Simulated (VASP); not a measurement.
A run of VASP 6.6.1 is set up as follows.

Contents of INCAR:

```
PREC = Accurate
ENCUT = 520
EDIFF = 1E-6
ISMEAR = 0
SIGMA = 0.15
LREAL = False
LASPH = True
NELM = 100
ALGO = Normal
ISIF = 2
LWAVE = False
LCHARG = True
GGA = CA
LELF = True
LVHAR = True
NBANDS = 16
```

File KPOINTS:

```
regular mesh
0
Gamma
  14 14 14
```

The input POSCAR:

```
SbPb
1.0
    0.0000000000      2.9896621276      3.0706819713
    2.9896621276      0.0000000000      3.0706819713
    2.9896621276      2.9896621276      0.0000000000
Sb Pb
1 1
Direct
    0.5000000000      0.5000000000      0.5000000000
    0.0000000000      0.0000000000      0.0000000000
```

Potentials or basis: VASP PAW LDA potentials, release 64 (Sb, Pb_d).

The run is started by

```console
$ cat potpaw_LDA.64/Sb/POTCAR potpaw_LDA.64/Pb_d/POTCAR > POTCAR
$ mpirun -np 1 vasp_std > vasp.out
```

Q: Predict the pressure.

A: 5.8 GPa.

Stress tensor (GPa, compression positive):
```
7.10 0.00 0.00
0.00 7.10 0.00
0.00 0.00 3.13
```
